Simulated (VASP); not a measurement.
# PtSe2 (P-3m1) in VASP: notebook

The runs below take PtSe2 through single point, relaxation of cell and atoms, with PBEsol-based screened hybrid with 25 % exact exchange, r2SCAN.

All numbers are computed with VASP 6.6.1; they aren't measurements. Logs are shortened: lines on timing, memory, paths and dates and some standing lists are left out, and cuts for length are marked.

## Step 1: The cell of the first run

Symmetry: P-3m1, No. 164, trigonal system. Conventional cell: a = 3.724 Å, b = 3.724 Å, c = 5.062 Å, α = 90.00°, β = 90.00°, γ = 120.00°. Pt (site symmetry -3m) has 6 Se at 2.49 Å within 3.3 Å. Se (site symmetry 3m) has 3 Pt at 2.49 Å and 6 Se at 3.32 Å within 3.4 Å.

## Step 2: Single point, PBEsol-based screened hybrid with 25 % exact exchange

Contents of POSCAR:

```
PtSe2
1.0
    3.7240000000      0.0000000000      0.0000000000
   -1.8620000000      3.2250786037      0.0000000000
    0.0000000000      0.0000000000      5.0620000000
Pt Se
1 2
Direct
    0.0000000000      0.0000000000      0.0000000000
    0.6666666667      0.3333333333      0.7500000000
    0.3333333333      0.6666666667      0.2500000000
```

Contents of INCAR.step1:

```
SYSTEM = PtSe2
PREC = Accurate ; ENCUT = 520
EDIFF = 1E-5 ; ISMEAR = -1
SIGMA = 0.05 ; LREAL = .False.
LASPH = .True. ; NELM = 100
ALGO = Normal ; ISIF = 2
LWAVE = .True. ; LCHARG = .False.
GGA = PE ; NBANDS = 18
```

Contents of INCAR.step2:

```
SYSTEM = PtSe2
PREC = Accurate ; ENCUT = 520
EDIFF = 1E-7 ; ISMEAR = -1
SIGMA = 0.05 ; LREAL = .False.
LASPH = .True. ; NELM = 100
ALGO = Normal ; ISIF = 2
LWAVE = .False. ; LCHARG = .False.
GGA = PS ; LHFCALC = .True.
AEXX = 0.25 ; HFSCREEN = 0.207
PRECFOCK = Normal ; ISTART = 1
NBANDS = 18
```

Contents of KPOINTS:

```
regular mesh
0
Gamma
  5 5 3
  0 0 0
```

Potentials or basis: VASP PAW PBE potentials, release 64 (Pt, Se).

Run with:

```
> cat potpaw_PBE.64/Pt/POTCAR potpaw_PBE.64/Se/POTCAR > POTCAR
> cp INCAR.step1 INCAR
> mpirun -np 1 vasp_std > vasp.out
> cp INCAR.step2 INCAR
> mpirun -np 1 vasp_std > vasp.out
```

OUTCAR:

```text
SYSTEM = PtSe2
   PREC = Accurate
   ENCUT = 520
   EDIFF = 1E-7
   ISMEAR = -1
   LREAL = .False.
   LASPH = .True.
   NELM = 100
   ISIF = 2
   GGA = PS
   LHFCALC = .True.
   AEXX = 0.25
   HFSCREEN = 0.207
   PRECFOCK = Normal
   ISTART = 1

 ion  position               nearest neighbor table
   1  0.000  0.000  0.000-   2 2.49   3 2.49   2 2.49   3 2.49   2 2.49   3 2.49
   2  0.667  0.333  0.750-   1 2.49   1 2.49   1 2.49
   3  0.333  0.667  0.250-   1 2.49   1 2.49   1 2.49

  LATTYP: Found a hexagonal cell.
 ALAT       =     3.7240000000
 C/A-ratio  =     1.3592910849

  Lattice vectors:

 A1 = (   3.7240000000,   0.0000000000,   0.0000000000)
 A2 = (  -1.8620000000,   3.2250786037,   0.0000000000)
 A3 = (   0.0000000000,   0.0000000000,   5.0620000000)

Analysis of symmetry for initial positions (statically):
=====================================================================
 Subroutine PRICEL returns:
 Original cell was already a primitive cell.

 Routine SETGRP: Setting up the symmetry group for a
 hexagonal supercell.

 Subroutine GETGRP returns: Found 12 space group operations
 (whereof 12 operations were pure point group operations)
 out of a pool of 24 trial point group operations.

The static configuration has the point symmetry D_3d.

Analysis of symmetry for dynamics (positions and initial velocities):
=====================================================================
 Subroutine PRICEL returns:
 Original cell was already a primitive cell.

 Routine SETGRP: Setting up the symmetry group for a
 hexagonal supercell.

 Subroutine GETGRP returns: Found 12 space group operations
 (whereof 12 operations were pure point group operations)
 out of a pool of 24 trial point group operations.

The dynamic configuration has the point symmetry D_3d.

 Subroutine INISYM returns: Found 12 space group operations
 (whereof 12 operations are pure point group operations),
 and found     1 'primitive' translations

----------------------------------------------------------------------------------------

                                     Primitive cell

  volume of cell :      60.7956

  direct lattice vectors                    reciprocal lattice vectors
     3.724000000  0.000000000  0.000000000     0.268528464  0.155034981  0.000000000
    -1.862000000  3.225078604  0.000000000     0.000000000  0.310069962  0.000000000
     0.000000000  0.000000000  5.062000000     0.000000000  0.000000000  0.197550375

  length of vectors
     3.724000000  3.724000000  5.062000000     0.310069962  0.310069962  0.197550375

  position of ions in fractional coordinates (direct lattice)
     0.000000000  0.000000000  0.000000000
     0.666666667  0.333333333  0.750000000
     0.333333333  0.666666667  0.250000000

  ion indices of the primitive-cell ions
   primitive index   ion index
                 1           1
                 2           2
                 3           3

----------------------------------------------------------------------------------------

 KPOINTS: regular mesh

Automatic generation of k-mesh.
 Grid dimensions read from file:
 generate k-points for:    5    5    3

 Generating k-lattice:

  Cartesian coordinates                     Fractional coordinates (reciprocal lattice)
     0.053705693  0.031006996  0.000000000     0.200000000  0.000000000  0.000000000
     0.000000000  0.062013992  0.000000000     0.000000000  0.200000000  0.000000000
     0.000000000  0.000000000  0.065850125     0.000000000  0.000000000  0.333333333

  Length of vectors
     0.062013992  0.062013992  0.065850125

  Shift w.r.t. Gamma in fractional coordinates (k-lattice)
     0.000000000  0.000000000  0.000000000

 Subroutine IBZKPT returns following result:
 ===========================================

 Found     12 irreducible k-points:

 Following reciprocal coordinates:
            Coordinates               Weight
  0.000000  0.000000  0.000000      1.000000
  0.200000  0.000000  0.000000      6.000000
  0.400000 -0.000000  0.000000      6.000000
  0.200000  0.200000  0.000000      6.000000
  0.400000  0.200000  0.000000      6.000000
  0.000000  0.000000  0.333333      2.000000
  0.200000  0.000000  0.333333      6.000000
  0.000000  0.200000  0.333333      6.000000
  0.400000 -0.000000  0.333333      6.000000
  0.000000  0.400000  0.333333      6.000000
  0.200000  0.200000  0.333333     12.000000
  0.400000  0.200000  0.333333     12.000000
   k-points           NKPTS =     12   k-points in BZ     NKDIM =     75   number of bands    NBANDS=     18
   number of dos      NEDOS =    301   number of ions     NIONS =      3
   total plane-waves  NPLWV =  31360
   dimension x,y,z NGX =    28 NGY =   28 NGZ =   40
   dimension x,y,z NGXF=    56 NGYF=   56 NGZF=   80
   ions per type =               1   2
   NGX,Y,Z   is equivalent  to a cutoff of  12.50, 12.50, 13.14 a.u.
   NGXF,Y,Z  is equivalent  to a cutoff of  25.00, 25.00, 26.27 a.u.
 SYSTEM =  PtSe2
   PREC   = accura    normal or accurate (medium, high low for compatibility)
   ISTART =      1    job   : 0-new  1-cont  2-samecut
   ICHARG =      0    charge: 1-file 2-atom 10-const
   ISPIN  =      1    spin polarized calculation?
   LNONCOLLINEAR =      F non collinear calculations
   LSORBIT =      F    spin-orbit coupling
   LASPH  =      T    aspherical Exc in radial PAW
   ENCUT  =  520.0 eV  38.22 Ry    6.18 a.u.   6.92  6.92  9.41*2*pi/ulx,y,z
   NELM   =    100;   NELMIN=  2; NELMDL=  0     # of ELM steps
   EDIFF  = 0.1E-06   stopping-criterion for ELM
   LREAL  =      F    real-space projection
   EDIFFG = 0.1E-05   stopping-criterion for IOM
   NSW    =      0    number of steps for IOM
   IBRION =     -1    ionic relax: 0-MD 1-quasi-New 2-CG
   NFREE  =      0    steps in history (QN), initial steepest desc. (CG)
   ISIF   =      2    stress and relaxation
   ISYM   =      3    0-nonsym 1-usesym 2-fastsym
   POTIM  = 0.5000    time-step for ionic-motion
   TEBEG  =    0.0;   TEEND  =   0.0 temperature during run
   PSTRESS=    0.0 pullay stress
   NELECT =      22.0000    total number of electrons
   NUPDOWN=      -1.0000    fix difference up-down
   EMIN   =  10.00;   EMAX   =-10.00  energy-range for DOS
   EFERMI =   0.00;   METHOD = LEGACY
   ISMEAR =    -1;   SIGMA  =   0.05  broadening in eV -4-tet -1-fermi 0-gaus
   EFERMI_NEDOS =   21; number of points for ismear=-14 and -15
   IALGO  =     38    algorithm
   IMIX   =      1    mixing-type and parameters
     AMIX     =   0.40;   BMIX     =  1.00
     AMIX_MAG =   1.60;   BMIX_MAG =  1.00
  volume/ion in A,a.u.               =      20.27       136.76
  Fermi-wavevector in a.u.,A,eV,Ry     =   1.166608  2.204570 18.517184  1.360975
  Thomas-Fermi vector in A             =   2.303119
   LORBIT       =      0    0 simple, 1 ext, 2 COOP (PROOUT), +10 PAW based schemes
   GGA     = PS    functional components
   LHFCALC =     T    Hartree Fock is set to
   PRECFOCK=normal    Normal, Fast or Accurate (Low or Medium for compatibility)
   ENCUT4O =  -1.0   cutoff for four orbital integrals eV
   NKREDX  =     1    reduce k-point grid by
   NKREDY  =     1    reduce k-point grid by
   NKREDZ  =     1    reduce k-point grid by
   AEXX    =    0.2500 exact exchange contribution
   HFSCREEN=    0.2070 screening length (either q_TF or 0.3 A-1)
   HFSCREENC=   0.2070 screening length for correlation (either q_TF or 0.3 A-1)
   ENCUTFOCK=  -1.0 apply spherical cutoff to Coloumb kernel
   IVDW    =     0    specifies the selected vdW correction
   LEPSILON=     F    determine dielectric tensor
   LRPA    =     F    only Hartree local field effects (RPA)
 non-spin polarized calculation
  energy-cutoff  :      520.00
  volume of cell :       60.80
 maximum number of plane-waves:      1649
 NGX is ok and might be reduce to    28
  NGX = 24; NGY = 24; NGZ = 30

 number of electron      21.9999999 magnetization

 Free energy of the ion-electron system (eV)
  ---------------------------------------------------
  ext. energy  EPLUGINS =         0.00000000
  ---------------------------------------------------
  free energy    TOTEN  =       -18.36993141 eV

  energy without entropy =      -18.36642994  energy(sigma->0) =      -18.36818067

 E-fermi :   6.6404     XC(G=0):  -8.8943

 val. band max:        6.6380123139   @ k =   0.0000   0.0000   0.0000
 cond. band min:       6.7680558569   @ k =   0.4000   0.2000   0.0000
 fundamental gap:      0.1300435430
 Fermi energy:         6.6404322429

 k-point     1 :       0.0000    0.0000    0.0000
  band No.  band energies     occupation
      1     -11.2332      2.00000
      2      -8.0662      2.00000
      3      -2.0684      2.00000
      4      -1.2143      2.00000
      5      -1.2143      2.00000
      6       1.1360      2.00000
[... 10 lines left out ...]
     17      14.1719      0.00000
     18      18.7980      0.00000

 k-point     2 :       0.2000    0.0000    0.0000
  band No.  band energies     occupation
      1     -10.7522      2.00000
      2      -8.2848      2.00000
      3      -1.5232      2.00000
      4      -0.8994      2.00000
      5      -0.8912      2.00000
      6       0.5606      2.00000
[... 10 lines left out ...]
     17      15.3320      0.00000
     18      15.5134      0.00000

 k-point     3 :       0.4000   -0.0000    0.0000
  band No.  band energies     occupation
      1      -9.6381      2.00000
      2      -8.7701      2.00000
      3      -1.7954      2.00000
      4      -0.4873      2.00000
      5      -0.2951      2.00000
      6       0.5820      2.00000
[... 10 lines left out ...]
     17      14.4282      0.00000
     18      16.9735      0.00000

 k-point     4 :       0.2000    0.2000    0.0000
  band No.  band energies     occupation
      1      -9.9498      2.00000
      2      -8.5911      2.00000
      3      -0.8739      2.00000
      4      -0.7159      2.00000
      5      -0.6692      2.00000
      6      -0.1063      2.00000
[... 123 lines left out ...]
      4      -0.8818      2.00000
      5      -0.6740      2.00000
      6       0.8001      2.00000
[... 10 lines left out ...]
     17      16.3606      0.00000
     18      17.0467      0.00000

 k-point    11 :       0.2000    0.2000    0.3333
  band No.  band energies     occupation
      1      -9.6508      2.00000
      2      -8.9229      2.00000
      3      -1.4502      2.00000
      4      -1.2185      2.00000
      5      -0.1970      2.00000
      6       0.2645      2.00000
[... 10 lines left out ...]
     17      14.9202      0.00000
     18      16.5306      0.00000

 k-point    12 :       0.4000    0.2000    0.3333
  band No.  band energies     occupation
      1      -9.1280      2.00000
      2      -8.8957      2.00000
      3      -1.9506      2.00000
      4      -1.0321      2.00000
      5      -0.2024      2.00000
      6       0.5024      2.00000
[... 10 lines left out ...]
     17      15.4497      0.00000
     18      16.5177      0.00000

------------------------ aborting loop because EDIFF is reached ----------------------------------------

  FORCE on cell =-STRESS in cart. coord.  units (eV):
  Direction    XX          YY          ZZ          XY          YZ          ZX
  --------------------------------------------------------------------------------------
  -------------------------------------------------------------------------------------
  Total       -0.2971409     -0.2971409     -0.1686236      0.0000000      0.0000000      0.0000000
  in kB       -7.8307050     -7.8307050     -4.4438230      0.0000000      0.0000000      0.0000000
  external PRESSURE =      -6.7017443 kB  Pullay stress =       0.0000000 kB

 VOLUME and BASIS-vectors are now :
 -----------------------------------------------------------------------------
  energy-cutoff  :      520.00
  volume of cell :       60.80
      direct lattice vectors                 reciprocal lattice vectors
     3.724000000  0.000000000  0.000000000     0.268528464  0.155034981  0.000000000
    -1.862000000  3.225078604  0.000000000     0.000000000  0.310069962  0.000000000
     0.000000000  0.000000000  5.062000000     0.000000000  0.000000000  0.197550375

 POSITION                                       TOTAL-FORCE (eV/Angst)
 -----------------------------------------------------------------------------------
      0.00000      0.00000      0.00000         0.000000      0.000000      0.000000
      1.86200      1.07503      3.79650        -0.000000     -0.000000      0.083434
     -0.00000      2.15005      1.26550        -0.000000      0.000000     -0.083434
 -----------------------------------------------------------------------------------
    total drift:                                0.000008     -0.000007      0.000000

  FREE ENERGIE OF THE ION-ELECTRON SYSTEM (eV)
  ---------------------------------------------------
  free  energy   TOTEN  =       -18.3699314099 eV

  energy  without entropy=      -18.3664299351  energy(sigma->0) =      -18.36818067
```

Wall time 19 min (1 thread of Intel Xeon Platinum 8488C (Sapphire Rapids), shared host); peak memory 0.3 GiB.

What came out:

| Quantity | Value |
| --- | --- |
| Free energy | -18.3699 eV |
| Pressure | -0.7 GPa |
| Largest force | 0.083 eV/Å |
| Band gap on the k mesh | 0.13 eV (least direct gap 1.33 eV) |

Forces in eV/Å, atoms in the order of the input:
```
Pt   0.000  0.000  0.000
Se   0.000  0.000  0.083
Se   0.000  0.000 -0.083
```

Stress tensor (GPa, compression positive):
```
-0.78  0.00  0.00
 0.00 -0.78  0.00
 0.00  0.00 -0.44
```

Caveat: the PAW data sets were made with another functional, which shifts forces and pressure a little; spin-orbit coupling is left out, which moves the levels of the heavy elements; an odd mesh through Γ misses points on the zone boundary, where band edges can lie.

(Part 1 of 2 ends here.)
